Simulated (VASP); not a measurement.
# Bi (R-3m) in VASP: notebook

The runs below take Bi through single point, with PBE+D3(BJ).

Everything below comes from runs of VASP 6.6.1. Logs are shortened: lines on timing, memory, paths and dates and some standing lists are left out, and cuts for length are marked.

## Step 1: The cell of the first run

Symmetry: R-3m, No. 166, trigonal system. Conventional cell: a = 4.535 Å, b = 4.535 Å, c = 11.814 Å, α = 90.00°, β = 90.00°, γ = 120.00°. Bi (site symmetry 3m) has 6 Bi at 3.06 to 3.52 Å within 4.0 Å.

## Step 2: Single point, PBE+D3(BJ)

File INCAR:

```
SYSTEM = Bi
  ALGO = Normal
  EDIFF = 1E-7
  ENCUT = 520
  GGA = PE
  ISIF = 2
  ISMEAR = 0
  IVDW = 12
  LASPH = .True.
  LCHARG = .False.
  LREAL = .False.
  LWAVE = .False.
  NBANDS = 22
  NELM = 60
  PREC = Accurate
  SIGMA = 0.1
```

File KPOINTS:

```
k-points
0
Gamma
  6 6 6
  0 0 0
```

File POSCAR:

```
Bi
1.0
    2.2675000000      1.3091417354      3.9380000000
   -2.2675000000      1.3091417354      3.9380000000
    0.0000000000     -2.6182834708      3.9380000000
Bi
2
Direct
    0.2340000000      0.2340000000      0.2340000000
    0.7660000000      0.7660000000      0.7660000000
```

Potentials or basis: VASP PAW PBE potentials, release 64 (Bi_d).

Run with:

```sh
> cat potpaw_PBE.64/Bi_d/POTCAR > POTCAR
> mpirun -np 1 vasp_std > vasp.out
```

OUTCAR:

```text
SYSTEM = Bi
   EDIFF = 1E-7
   ENCUT = 520
   GGA = PE
   ISIF = 2
   ISMEAR = 0
   IVDW = 12
   LASPH = .True.
   LREAL = .False.
   NELM = 60
   PREC = Accurate
 IVDW          = 12

 ion  position               nearest neighbor table
   1  0.234  0.234  0.234-   2 3.06   2 3.06   2 3.06   2 3.52   2 3.52   2 3.52
   2  0.766  0.766  0.766-   1 3.06   1 3.06   1 3.06   1 3.52   1 3.52   1 3.52

  LATTYP: Found a trigonal (rhomboedric) cell.
 ALAT       =     4.7289800521
 COS(alpha) =     0.5401781303

  Lattice vectors:

 A1 = (   2.2675000000,   1.3091417354,   3.9380000000)
 A2 = (  -2.2675000000,   1.3091417354,   3.9380000000)
 A3 = (   0.0000000000,  -2.6182834708,   3.9380000000)

Analysis of symmetry for initial positions (statically):
=====================================================================
 Subroutine PRICEL returns:
 Original cell was already a primitive cell.

 Routine SETGRP: Setting up the symmetry group for a
 trigonal (rhombohedral) supercell.

 Subroutine GETGRP returns: Found 12 space group operations
 (whereof 12 operations were pure point group operations)
 out of a pool of 12 trial point group operations.

The static configuration has the point symmetry D_3d.

Analysis of symmetry for dynamics (positions and initial velocities):
=====================================================================
 Subroutine PRICEL returns:
 Original cell was already a primitive cell.

 Routine SETGRP: Setting up the symmetry group for a
 trigonal (rhombohedral) supercell.

 Subroutine GETGRP returns: Found 12 space group operations
 (whereof 12 operations were pure point group operations)
 out of a pool of 12 trial point group operations.

The dynamic configuration has the point symmetry D_3d.

 Subroutine INISYM returns: Found 12 space group operations
 (whereof 12 operations are pure point group operations),
 and found     1 'primitive' translations

----------------------------------------------------------------------------------------

                                     Primitive cell

  volume of cell :      70.1392

  direct lattice vectors                    reciprocal lattice vectors
     2.267500000  1.309141735  3.938000000     0.220507166  0.127309872  0.084645336
    -2.267500000  1.309141735  3.938000000    -0.220507166  0.127309872  0.084645336
     0.000000000 -2.618283471  3.938000000     0.000000000 -0.254619744  0.084645336

  length of vectors
     4.728980052  4.728980052  4.728980052     0.268320791  0.268320791  0.268320791

  position of ions in fractional coordinates (direct lattice)
     0.234000000  0.234000000  0.234000000
     0.766000000  0.766000000  0.766000000

  ion indices of the primitive-cell ions
   primitive index   ion index
                 1           1
                 2           2

----------------------------------------------------------------------------------------

 KPOINTS: k-points

Automatic generation of k-mesh.
 Grid dimensions read from file:
 generate k-points for:    6    6    6

 Generating k-lattice:

  Cartesian coordinates                     Fractional coordinates (reciprocal lattice)
     0.036751194  0.021218312  0.014107556     0.166666667 -0.000000000  0.000000000
    -0.036751194  0.021218312  0.014107556    -0.000000000  0.166666667  0.000000000
     0.000000000 -0.042436624  0.014107556     0.000000000  0.000000000  0.166666667

  Length of vectors
     0.044720132  0.044720132  0.044720132

  Shift w.r.t. Gamma in fractional coordinates (k-lattice)
     0.000000000  0.000000000  0.000000000

 Subroutine IBZKPT returns following result:
 ===========================================

 Found     32 irreducible k-points:

 Following reciprocal coordinates:
            Coordinates               Weight
  0.000000  0.000000  0.000000      1.000000
  0.166667  0.000000 -0.000000      6.000000
  0.333333  0.000000  0.000000      6.000000
  0.500000  0.000000  0.000000      3.000000
  0.166667  0.166667 -0.000000      6.000000
  0.333333  0.166667  0.000000     12.000000
[... 16 lines left out ...]
  0.500000  0.500000  0.166667      6.000000
 -0.333333  0.500000  0.166667     12.000000
 [... further k-points ...]
   k-points           NKPTS =     32   k-points in BZ     NKDIM =     32   number of bands    NBANDS=     22
   number of dos      NEDOS =    301   number of ions     NIONS =      2
   total plane-waves  NPLWV =  46656
   dimension x,y,z NGX =    36 NGY =   36 NGZ =   36
   dimension x,y,z NGXF=    72 NGYF=   72 NGZF=   72
   ions per type =               2
   NGX,Y,Z   is equivalent  to a cutoff of  12.66, 12.66, 12.66 a.u.
   NGXF,Y,Z  is equivalent  to a cutoff of  25.31, 25.31, 25.31 a.u.
 SYSTEM =  Bi
   PREC   = accura    normal or accurate (medium, high low for compatibility)
   ISTART =      0    job   : 0-new  1-cont  2-samecut
   ICHARG =      2    charge: 1-file 2-atom 10-const
   ISPIN  =      1    spin polarized calculation?
   LNONCOLLINEAR =      F non collinear calculations
   LSORBIT =      F    spin-orbit coupling
   LASPH  =      T    aspherical Exc in radial PAW
   ENCUT  =  520.0 eV  38.22 Ry    6.18 a.u.   8.79  8.79  8.79*2*pi/ulx,y,z
   NELM   =     60;   NELMIN=  2; NELMDL= -5     # of ELM steps
   EDIFF  = 0.1E-06   stopping-criterion for ELM
   LREAL  =      F    real-space projection
   EDIFFG = 0.1E-05   stopping-criterion for IOM
   NSW    =      0    number of steps for IOM
   IBRION =     -1    ionic relax: 0-MD 1-quasi-New 2-CG
   NFREE  =      0    steps in history (QN), initial steepest desc. (CG)
   ISIF   =      2    stress and relaxation
   ISYM   =      2    0-nonsym 1-usesym 2-fastsym
   POTIM  = 0.5000    time-step for ionic-motion
   TEBEG  =    0.0;   TEEND  =   0.0 temperature during run
   PSTRESS=    0.0 pullay stress
   NELECT =      30.0000    total number of electrons
   NUPDOWN=      -1.0000    fix difference up-down
   EMIN   =  10.00;   EMAX   =-10.00  energy-range for DOS
   EFERMI =   0.00;   METHOD = LEGACY
   ISMEAR =     0;   SIGMA  =   0.10  broadening in eV -4-tet -1-fermi 0-gaus
   EFERMI_NEDOS =   21; number of points for ismear=-14 and -15
   IALGO  =     38    algorithm
   IMIX   =      4    mixing-type and parameters
     AMIX     =   0.40;   BMIX     =  1.00
     AMIX_MAG =   1.60;   BMIX_MAG =  1.00
  volume/ion in A,a.u.               =      35.07       236.66
  Fermi-wavevector in a.u.,A,eV,Ry     =   1.233469  2.330919 20.700530  1.521446
  Thomas-Fermi vector in A             =   2.368198
   LORBIT       =      0    0 simple, 1 ext, 2 COOP (PROOUT), +10 PAW based schemes
   GGA     = PE    functional components
   LHFCALC =     F    Hartree Fock is set to
   AEXX    =    0.0000 exact exchange contribution
   IVDW    =    12    specifies the selected vdW correction
   LEPSILON=     F    determine dielectric tensor
   LRPA    =     F    only Hartree local field effects (RPA)
 non-spin polarized calculation
 Gauss-broadening in eV      SIGMA  =   0.10
  energy-cutoff  :      520.00
  volume of cell :       70.14
 maximum number of plane-waves:      1934
   NGX = 17   NGY = 17   NGZ = 17

 number of electron      30.0000004 magnetization

 Free energy of the ion-electron system (eV)
  ---------------------------------------------------
  ext. energy  EPLUGINS =         0.00000000
  ---------------------------------------------------
  free energy    TOTEN  =        -7.77560424 eV

  energy without entropy =       -7.77312106  energy(sigma->0) =       -7.77436265

 E-fermi :   6.2957     XC(G=0):  -9.5460

 val. band max:        6.2659267468   @ k =  -0.3333   0.5000   0.3333
 cond. band min:       6.9021080742   @ k =   0.3333   0.1667   0.1667
 fundamental gap:      0.6361813275
 Fermi energy:         6.2957277944

 k-point     1 :       0.0000    0.0000    0.0000
  band No.  band energies     occupation
      1     -16.5611      2.00000
      2     -16.5611      2.00000
      3     -16.4087      2.00000
      4     -16.4087      2.00000
      5     -16.3920      2.00000
      6     -16.2220      2.00000
[... 14 lines left out ...]
     21      12.1626      0.00000
     22      12.4948      0.00000

 k-point     2 :       0.1667    0.0000   -0.0000
  band No.  band energies     occupation
      1     -16.5414      2.00000
      2     -16.5355      2.00000
      3     -16.4001      2.00000
      4     -16.3932      2.00000
      5     -16.3782      2.00000
      6     -16.2354      2.00000
[... 14 lines left out ...]
     21      12.5050      0.00000
     22      14.3203      0.00000

 k-point     3 :       0.3333    0.0000    0.0000
  band No.  band energies     occupation
      1     -16.4938      2.00000
      2     -16.4660      2.00000
      3     -16.3829      2.00000
      4     -16.3533      2.00000
      5     -16.3389      2.00000
      6     -16.2794      2.00000
[... 14 lines left out ...]
     21      13.8891      0.00000
     22      16.7024      0.00000

 k-point     4 :       0.5000    0.0000    0.0000
  band No.  band energies     occupation
      1     -16.4625      2.00000
      2     -16.3927      2.00000
      3     -16.3721      2.00000
      4     -16.3508      2.00000
      5     -16.3129      2.00000
      6     -16.2975      2.00000
[... 14 lines left out ...]
     21      15.4664      0.00000
     22      15.7201      0.00000

 k-point     5 :       0.1667    0.1667   -0.0000
  band No.  band energies     occupation
      1     -16.5577      2.00000
      2     -16.5103      2.00000
      3     -16.4084      2.00000
      4     -16.3857      2.00000
      5     -16.3719      2.00000
      6     -16.2408      2.00000
[... 417 lines left out ...]
 k-point    22 :      -0.1667    0.3333    0.1667
  band No.  band energies     occupation
      1     -16.5217      2.00000
      2     -16.3977      2.00000
      3     -16.3833      2.00000
      4     -16.3461      2.00000
      5     -16.3228      2.00000
      6     -16.2952      2.00000
[... 14 lines left out ...]
     21      14.8662      0.00000
     22      15.5588      0.00000

 k-point    23 :       0.5000    0.5000    0.1667
  band No.  band energies     occupation
      1     -16.5310      2.00000
      2     -16.4308      2.00000
      3     -16.4065      2.00000
      4     -16.3355      2.00000
      5     -16.3264      2.00000
      6     -16.2766      2.00000
[... 14 lines left out ...]
     21      15.7345      0.00000
     22      16.6373      0.00000

 k-point    24 :      -0.3333    0.5000    0.1667
  band No.  band energies     occupation
      1     -16.5195      2.00000
      2     -16.4252      2.00000
      3     -16.3921      2.00000
      4     -16.3422      2.00000
      5     -16.3056      2.00000
      6     -16.2941      2.00000
[... 14 lines left out ...]
     21      16.3412      0.00000
     22      16.7053      0.00000

 [... further k-points ...]

------------------------ aborting loop because EDIFF is reached ----------------------------------------

 Edisp (eV)   -0.91035

 E8    (eV) :    -0.4524

  FORCE on cell =-STRESS in cart. coord.  units (eV):
  Direction    XX          YY          ZZ          XY          YZ          ZX
  --------------------------------------------------------------------------------------
  -------------------------------------------------------------------------------------
  Total      -0.03252    -0.03252     0.00981     0.00000    -0.00000     0.00000
  in kB      -0.74281    -0.74281     0.22419     0.00000    -0.00000     0.00000
  external pressure =       -0.42 kB  Pullay stress =        0.00 kB

 VOLUME and BASIS-vectors are now :
 -----------------------------------------------------------------------------
  energy-cutoff  :      520.00
  volume of cell :       70.14
      direct lattice vectors                 reciprocal lattice vectors
     2.267500000  1.309141735  3.938000000     0.220507166  0.127309872  0.084645336
    -2.267500000  1.309141735  3.938000000    -0.220507166  0.127309872  0.084645336
     0.000000000 -2.618283471  3.938000000     0.000000000 -0.254619744  0.084645336

 POSITION                                       TOTAL-FORCE (eV/Angst)
 -----------------------------------------------------------------------------------
      0.00000      0.00000      2.76448         0.000000     -0.000000      0.123971
      0.00000      0.00000      9.04952         0.000000      0.000000     -0.123971
 -----------------------------------------------------------------------------------
    total drift:                               -0.000000      0.000000     -0.000000

  FREE ENERGIE OF THE ION-ELECTRON SYSTEM (eV)
  ---------------------------------------------------
  free  energy   TOTEN  =        -8.6859503766 eV

  energy  without entropy=       -8.6834671958  energy(sigma->0) =       -8.68470879
```

Run time: 38 s. Hardware: 1 thread of Intel Xeon Platinum 8488C (Sapphire Rapids), shared host; peak memory 0.22 GiB.

What came out:

- Free energy: -8.6860 eV
- Pressure: 0.0 GPa
- Largest force: 0.124 eV/Å
- Band gap on the k mesh: zero (band 15 reaches 6.27 eV, above the bottom of band 16 at 6.12 eV)
- Dispersion energy per atom: -0.455 eV

Forces on the atoms (eV/Å):
```
Bi   0.000  0.000  0.124
Bi   0.000  0.000 -0.124
```

Stress tensor (GPa, compression positive):
```
-0.07  0.00  0.00
 0.00 -0.07  0.00
 0.00  0.00  0.02
```

Caveat: spin-orbit coupling is left out, which moves the levels of the heavy elements; pairwise dispersion overbinds metals, which lowers pressure and volume.

(Continued in part 2 of 2.)
